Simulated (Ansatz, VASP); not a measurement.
## Ca in VASP and in Ansatz

Contents of INCAR:

```
SYSTEM = Ca
ALGO = Normal
EDIFF = 1E-6
ENCUT = 520
GGA = CA
ISIF = 2
ISMEAR = 0
LASPH = .TRUE.
LCHARG = .TRUE.
LELF = .TRUE.
LREAL = .FALSE.
LVHAR = .TRUE.
LWAVE = .FALSE.
NBANDS = 11
NELM = 60
PREC = Accurate
SIGMA = 0.15
```

Contents of KPOINTS:

```
k-points
0
G
  14 14 14
  0 0 0
```

File POSCAR:

```
Ca
1.0
    0.0000000000      2.7942000000      2.5706640000
    2.7942000000      0.0000000000      2.5706640000
    2.7942000000      2.7942000000      0.0000000000
Ca
1
Direct
    0.0000000000      0.0000000000      0.0000000000
```

Input for Ansatz:

```yaml
crystal:
  lattice:
    - [0.0, 2.7942, 2.570664]
    - [2.7942, 0.0, 2.570664]
    - [2.7942, 2.7942, 0.0]
  atoms:
    - { symbol: Ca, position: [0.0, 0.0, 0.0] }
basis:
  ecutwfc: 420
kpoints:
  mp_grid: { grid: [14, 14, 14] }
hamiltonian:
  xc: lda
scf:
  occupations: { method: gaussian, width: 0.15 }
output:
  forces: true
  stress: true
  eigenvalues: true
```

Change from the starting cell: strain +0.000 along x and y, -0.080 along z, atoms carried along.

Alike in both runs: task single point; functional LDA; k mesh 14 × 14 × 14; occupations gaussian, width 0.15 eV; no spin polarisation.

|  | VASP | Ansatz |
| --- | --- | --- |
| version | VASP 6.6.1 | Ansatz 0.2.0 |
| potentials or method | VASP PAW LDA potentials, release 64 (Ca_sv), cutoff 520 eV | scalar-relativistic, plane waves, PAW |
| valence electrons in the cell | 10 | 10 |

|  | VASP | Ansatz | Ansatz less VASP |
| --- | --- | --- | --- |
| gap on the k mesh at the Fermi level (eV) | none | none | - |
| pressure (GPa) | -1.0 | -1.0 | +0.01 |
| traceless stress, the component that is largest in VASP (GPa) | 0.25 | 0.25 | +0.002 |

LDA's correlation is that of Perdew and Zunger in VASP and of Perdew and Wang (1992) in Ansatz. A gap of «none» marks a metal or a gap that the smearing closes.
